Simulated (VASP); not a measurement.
# V (Im-3m) in VASP: a series of runs

Runs on V. Level: PBE. Tasks: single point, relaxation of cell and atoms.

Everything below comes from runs of VASP 6.6.1. Logs are shortened: lines on timing, memory, paths and dates and some standing lists are left out, and cuts for length are marked.

### 1 The cell of the first run

Symmetry: Im-3m, No. 229, cubic system. Conventional cell: a = 2.999 Å, b = 2.999 Å, c = 2.999 Å, α = 90.00°, β = 90.00°, γ = 90.00°. Within 3.4 Å of V (site symmetry m-3m) lie 14 V at 2.60 to 3.00 Å.

### 2 Single point, PBE

Input file INCAR:

```
ALGO = Normal
EDIFF = 1E-6
ENCUT = 520
GGA = PE
ISIF = 2
ISMEAR = -1
LASPH = True
LCHARG = True
LELF = True
LREAL = False
LVHAR = True
LWAVE = False
NBANDS = 12
NELM = 60
PREC = Accurate
SIGMA = 0.1
```

Input file KPOINTS:

```
k-points
0
Gamma
  18 18 18
```

Input file POSCAR:

```
V
1.0
   -1.4996843040      1.4996843040      1.4996843040
    1.4996843040     -1.4996843040      1.4996843040
    1.4996843040      1.4996843040     -1.4996843040
V
1
Direct
    0.0000000000      0.0000000000      0.0000000000
```

Potentials or basis: VASP PAW PBE potentials, release 64 (V_sv).

The run is started by

```sh
$ cat potpaw_PBE.64/V_sv/POTCAR > POTCAR
$ mpirun -np 1 vasp_std > vasp.out
```

OUTCAR:

```text
EDIFF = 1E-6
   ENCUT = 520
   GGA = PE
   ISIF = 2
   ISMEAR = -1
   LASPH = True
   LREAL = False
   NELM = 60
   PREC = Accurate

 ion  position               nearest neighbor table
   1  0.000  0.000  0.000-

  LATTYP: Found a body centered cubic cell.
 ALAT       =     2.9993686080

  Lattice vectors:

 A1 = (  -1.4996843040,   1.4996843040,   1.4996843040)
 A2 = (   1.4996843040,  -1.4996843040,   1.4996843040)
 A3 = (   1.4996843040,   1.4996843040,  -1.4996843040)

Analysis of symmetry for initial positions (statically):
=====================================================================
 Subroutine PRICEL returns:
 Original cell was already a primitive cell.

 Routine SETGRP: Setting up the symmetry group for a
 body centered cubic supercell.

 Subroutine GETGRP returns: Found 48 space group operations
 (whereof 48 operations were pure point group operations)
 out of a pool of 48 trial point group operations.

The static configuration has the point symmetry O_h .

Analysis of symmetry for dynamics (positions and initial velocities):
=====================================================================
 Subroutine PRICEL returns:
 Original cell was already a primitive cell.

 Routine SETGRP: Setting up the symmetry group for a
 body centered cubic supercell.

 Subroutine GETGRP returns: Found 48 space group operations
 (whereof 48 operations were pure point group operations)
 out of a pool of 48 trial point group operations.

The dynamic configuration has the point symmetry O_h .

 Subroutine INISYM returns: Found 48 space group operations
 (whereof 48 operations are pure point group operations),
 and found     1 'primitive' translations

----------------------------------------------------------------------------------------

                                     Primitive cell

  volume of cell :      13.4915

  direct lattice vectors                    reciprocal lattice vectors
    -1.499684304  1.499684304  1.499684304     0.000000000  0.333403503  0.333403503
     1.499684304 -1.499684304  1.499684304     0.333403503  0.000000000  0.333403503
     1.499684304  1.499684304 -1.499684304     0.333403503  0.333403503  0.000000000

  length of vectors
     2.597529410  2.597529410  2.597529410     0.471503755  0.471503755  0.471503755

  position of ions in fractional coordinates (direct lattice)
     0.000000000  0.000000000  0.000000000

  ion indices of the primitive-cell ions
   primitive index   ion index
                 1           1

----------------------------------------------------------------------------------------

 KPOINTS: k-points

Automatic generation of k-mesh.
 Grid dimensions read from file:
 generate k-points for:   18   18   18

 Generating k-lattice:

  Cartesian coordinates                     Fractional coordinates (reciprocal lattice)
     0.000000000  0.018522417  0.018522417     0.055555556  0.000000000  0.000000000
     0.018522417  0.000000000  0.018522417     0.000000000  0.055555556  0.000000000
     0.018522417  0.018522417  0.000000000     0.000000000  0.000000000  0.055555556

  Length of vectors
     0.026194653  0.026194653  0.026194653

  Shift w.r.t. Gamma in fractional coordinates (k-lattice)
     0.000000000  0.000000000  0.000000000

 Subroutine IBZKPT returns following result:
 ===========================================

 Found    195 irreducible k-points:

 Following reciprocal coordinates:
            Coordinates               Weight
  0.000000  0.000000  0.000000      1.000000
  0.055556  0.000000  0.000000     12.000000
  0.111111  0.000000  0.000000     12.000000
  0.166667  0.000000  0.000000     12.000000
  0.222222  0.000000  0.000000     12.000000
  0.277778  0.000000  0.000000     12.000000
[... 16 lines left out ...]
  0.333333  0.111111  0.000000     48.000000
  0.388889  0.111111  0.000000     48.000000
 [... further k-points ...]
   k-points           NKPTS =    195   k-points in BZ     NKDIM =    195   number of bands    NBANDS=     12
   number of dos      NEDOS =    301   number of ions     NIONS =      1
   total plane-waves  NPLWV =   8000
   dimension x,y,z NGX =    20 NGY =   20 NGZ =   20
   dimension x,y,z NGXF=    40 NGYF=   40 NGZF=   40
   ions per type =               1
   NGX,Y,Z   is equivalent  to a cutoff of  12.80, 12.80, 12.80 a.u.
   NGXF,Y,Z  is equivalent  to a cutoff of  25.60, 25.60, 25.60 a.u.
 SYSTEM =  unknown system
   PREC   = accura    normal or accurate (medium, high low for compatibility)
   ISTART =      0    job   : 0-new  1-cont  2-samecut
   ICHARG =      2    charge: 1-file 2-atom 10-const
   ISPIN  =      1    spin polarized calculation?
   LNONCOLLINEAR =      F non collinear calculations
   LSORBIT =      F    spin-orbit coupling
   LASPH  =      T    aspherical Exc in radial PAW
   ENCUT  =  520.0 eV  38.22 Ry    6.18 a.u.   4.83  4.83  4.83*2*pi/ulx,y,z
   NELM   =     60;   NELMIN=  2; NELMDL= -5     # of ELM steps
   EDIFF  = 0.1E-05   stopping-criterion for ELM
   LREAL  =      F    real-space projection
   EDIFFG = 0.1E-04   stopping-criterion for IOM
   NSW    =      0    number of steps for IOM
   IBRION =     -1    ionic relax: 0-MD 1-quasi-New 2-CG
   NFREE  =      0    steps in history (QN), initial steepest desc. (CG)
   ISIF   =      2    stress and relaxation
   ISYM   =      2    0-nonsym 1-usesym 2-fastsym
   POTIM  = 0.5000    time-step for ionic-motion
   TEBEG  =    0.0;   TEEND  =   0.0 temperature during run
   PSTRESS=    0.0 pullay stress
   NELECT =      13.0000    total number of electrons
   NUPDOWN=      -1.0000    fix difference up-down
   EMIN   =  10.00;   EMAX   =-10.00  energy-range for DOS
   EFERMI =   0.00;   METHOD = LEGACY
   ISMEAR =    -1;   SIGMA  =   0.10  broadening in eV -4-tet -1-fermi 0-gaus
   EFERMI_NEDOS =   21; number of points for ismear=-14 and -15
   IALGO  =     38    algorithm
   IMIX   =      4    mixing-type and parameters
     AMIX     =   0.40;   BMIX     =  1.00
     AMIX_MAG =   1.60;   BMIX_MAG =  1.00
  volume/ion in A,a.u.               =      13.49        91.04
  Fermi-wavevector in a.u.,A,eV,Ry     =   1.616973  3.055636 35.573816  2.614602
  Thomas-Fermi vector in A             =   2.711473
   LORBIT       =      0    0 simple, 1 ext, 2 COOP (PROOUT), +10 PAW based schemes
   GGA     = PE    functional components
[... 5 lines left out ...]
 non-spin polarized calculation
  energy-cutoff  :      520.00
  volume of cell :       13.49
 maximum number of plane-waves:       376
   NGX =  9   NGY =  9   NGZ =  9

 number of electron      12.9999990 magnetization

 Free energy of the ion-electron system (eV)
  ---------------------------------------------------
  ext. energy  EPLUGINS =         0.00000000
  ---------------------------------------------------
  free energy    TOTEN  =        -9.02109348 eV

  energy without entropy =       -8.96411469  energy(sigma->0) =       -8.99260408

 E-fermi :   9.7091     XC(G=0): -12.8950

 val. band max:        9.6992149345   @ k =  -0.3333   0.3333   0.0556
 cond. band min:       9.7093018596   @ k =   0.1111   0.1111   0.0000
 fundamental gap:      0.0100869251
 Fermi energy:         9.7090619045

 k-point     1 :       0.0000    0.0000    0.0000
  band No.  band energies     occupation
      1     -54.0262      2.00000
      2     -27.3298      2.00000
      3     -27.3298      2.00000
      4     -27.3298      2.00000
      5       3.1042      2.00000
      6      10.1042      0.03773
      7      10.1042      0.03772
      8      10.1042      0.03772
      9      12.1105      0.00000
     10      12.1105      0.00000
     11      30.1606      0.00000
     12      30.1606      0.00000

 k-point     2 :       0.0556    0.0000    0.0000
  band No.  band energies     occupation
      1     -54.0204      2.00000
      2     -27.3580      2.00000
      3     -27.3384      2.00000
      4     -27.3300      2.00000
      5       3.2291      2.00000
      6      10.0509      0.06345
      7      10.0933      0.04200
      8      10.1930      0.01570
      9      12.0483      0.00000
     10      12.1138      0.00000
     11      29.9378      0.00000
     12      30.1437      0.00000

 k-point     3 :       0.1111    0.0000    0.0000
  band No.  band energies     occupation
      1     -54.0036      2.00000
      2     -27.4388      2.00000
      3     -27.3631      2.00000
      4     -27.3306      2.00000
      5       3.5935      2.00000
      6       9.9004      0.25725
      7      10.0434      0.06825
      8      10.4538      0.00116
      9      11.9043      0.00000
     10      12.1259      0.00000
     11      29.2660      0.00000
     12      29.9968      0.00000
[... 286 lines left out ...]
 k-point    23 :       0.3333    0.1111    0.0000
  band No.  band energies     occupation
      1     -53.8461      2.00000
      2     -28.1040      2.00000
      3     -27.6039      2.00000
      4     -27.3730      2.00000
      5       6.7532      2.00000
      6       8.7440      1.99987
      7       9.8258      0.47462
      8      11.9528      0.00000
      9      12.5553      0.00000
     10      13.8274      0.00000
     11      21.5726      0.00000
     12      25.5291      0.00000

 k-point    24 :       0.3889    0.1111    0.0000
  band No.  band energies     occupation
      1     -53.8298      2.00000
      2     -28.1670      2.00000
      3     -27.6335      2.00000
      4     -27.3741      2.00000
      5       6.8143      2.00000
      6       8.6422      1.99995
      7      10.2692      0.00736
      8      12.0355      0.00000
      9      12.6750      0.00000
     10      14.3825      0.00000
     11      20.3013      0.00000
     12      25.1294      0.00000

 [... further k-points ...]
[... 5 lines left out ...]
  --------------------------------------------------------------------------------------
  -------------------------------------------------------------------------------------
  Total        0.0039454      0.0039454      0.0039454      0.0000000      0.0000000     -0.0000000
  in kB        0.4685390      0.4685390      0.4685390      0.0000000      0.0000000     -0.0000000
  external PRESSURE =       0.4685390 kB  Pullay stress =       0.0000000 kB

 VOLUME and BASIS-vectors are now :
 -----------------------------------------------------------------------------
  energy-cutoff  :      520.00
  volume of cell :       13.49
      direct lattice vectors                 reciprocal lattice vectors
    -1.499684304  1.499684304  1.499684304     0.000000000  0.333403503  0.333403503
     1.499684304 -1.499684304  1.499684304     0.333403503  0.000000000  0.333403503
     1.499684304  1.499684304 -1.499684304     0.333403503  0.333403503  0.000000000

 POSITION                                       TOTAL-FORCE (eV/Angst)
 -----------------------------------------------------------------------------------
      0.00000      0.00000      0.00000        -0.000000      0.000000     -0.000000
 -----------------------------------------------------------------------------------
    total drift:                                0.000000     -0.000000      0.000000

  FREE ENERGIE OF THE ION-ELECTRON SYSTEM (eV)
  ---------------------------------------------------
  free  energy   TOTEN  =        -9.0210934823 eV

  energy  without entropy=       -8.9641146855  energy(sigma->0) =       -8.99260408
```

Run time: 9.3 s. Hardware: 1 thread of Intel Xeon 6975P-C (Granite Rapids), shared host; peak memory 0.14 GiB.

What came out:

* Free energy: -9.0211 eV
* Pressure: 0.0 GPa

### 3 Single point, PBE

Changes to INCAR since step 2:

```diff
@@ -13,3 +13,3 @@
 NBANDS = 12
-NELM = 60
+NELM = 100
 PREC = Accurate
```

KPOINTS is that of step 2.

Input file POSCAR:

```
V
1.0
   -1.4994931605      1.4994931605      1.4994931605
    1.4994931605     -1.4994931605      1.4994931605
    1.4994931605      1.4994931605     -1.4994931605
V
1
Direct
    0.0000000000      0.0000000000      0.0000000000
```

Potentials or basis: VASP PAW PBE potentials, release 64 (V_sv).

The run is started by

```sh
$ cat potpaw_PBE.64/V_sv/POTCAR > POTCAR
$ mpirun -np 1 vasp_std > vasp.out
```

It took 9.2 s on 1 thread of Intel Xeon 6975P-C (Granite Rapids), shared host; peak memory 0.14 GiB.

It converged, with:

| Item | Value |
| --- | --- |
| Free energy | -9.0211 eV |
| Pressure | 0.1 GPa |

Levels at points of the mesh, in eV from the Fermi level:
```
           k point  band 3  band 4  band 5  band 6  band 7  band 8  band 9  band 10  band 11  band 12
(0.00, 0.00, 0.00)  -37.04  -37.04   -6.61    0.40    0.40    0.40    2.40     2.40    20.45    20.45
(0.50, 0.00, 0.00)  -37.32  -37.04   -3.19   -1.14    1.61    2.40    2.76     4.09    10.14    15.86
(0.50, 0.50, 0.50)  -37.65  -37.65   -3.01   -3.01    3.70    3.70    3.70    10.17    10.17    10.17
```

### 4 Relaxation of cell and atoms, PBE, target pressure -0.18 GPa, at which the enthalpy is minimised

Input file INCAR:

```
ALGO = Normal ; EDIFF = 1E-6
EDIFFG = -0.005 ; ENCUT = 600
GGA = PE ; IBRION = 2
ISIF = 3 ; ISMEAR = -1
LASPH = T ; LCHARG = F
LREAL = F ; LWAVE = F
NELM = 100 ; NSW = 60
PREC = Accurate ; PSTRESS = -1.7999999999999998
SIGMA = 0.1
```

KPOINTS is that of step 3.

Input file POSCAR:

```
V
1.0
   -1.4996843040      1.4996843040      1.4996843040
    1.4996843040     -1.4996843040      1.4996843040
    1.4996843040      1.4996843040     -1.4996843040
V
1
Direct
    0.0000000000      0.0000000000      0.0000000000
```

The run is started by

```sh
$ cat potpaw_PBE.64/V_sv/POTCAR > POTCAR
$ mpirun -np 1 vasp_std > vasp.out
```

Run time: 16 s. Hardware: 1 thread of Intel Xeon 6975P-C (Granite Rapids), shared host; peak memory 0.16 GiB.

The run converged. Its results:

* Free energy: -9.0211 eV
* Relaxed volume: 13.50 Å³/atom
* Relaxed cell: a = 2.598 Å, b = 2.598 Å, c = 2.598 Å, α = 109.47°, β = 109.47°, γ = 109.47°
* Space group after relaxing (to 0.05 Å): Im-3m (No. 229)
* Energy change on relaxing (the enthalpy is what falls): +0.0 meV/atom
* Ionic steps: 3
* Pressure after relaxing: -0.2 GPa

Final structure:
```cif
data_structure
_symmetry_space_group_name_H-M 'P 1'
_symmetry_Int_Tables_number 1
_cell_length_a 2.5983
_cell_length_b 2.5983
_cell_length_c 2.5983
_cell_angle_alpha 109.471
_cell_angle_beta 109.471
_cell_angle_gamma 109.471
_cell_volume 13.50
loop_
_atom_site_label
_atom_site_type_symbol
_atom_site_fract_x
_atom_site_fract_y
_atom_site_fract_z
_atom_site_occupancy
V1 V 0.00000 0.00000 0.00000 1
```

Levels at points of the mesh, in eV from the Fermi level:
| k point | band 4 | band 5 | band 6 | band 7 | band 8 | band 9 | band 10 |
| --- | --- | --- | --- | --- | --- | --- | --- |
| (0.00, 0.00, 0.00) | -37.04 | -6.60 | 0.39 | 0.39 | 0.39 | 2.40 | 2.40 |
| (0.50, 0.00, 0.00) | -37.05 | -3.18 | -1.14 | 1.61 | 2.40 | 2.76 | 4.08 |
| (0.50, 0.50, 0.50) | -37.65 | -3.00 | -3.00 | 3.69 | 3.69 | 3.69 | 10.16 |

Caveat: the cell is relaxed towards a set pressure, so the enthalpy falls and the energy may rise.

(Part 1 of 2 ends here.)
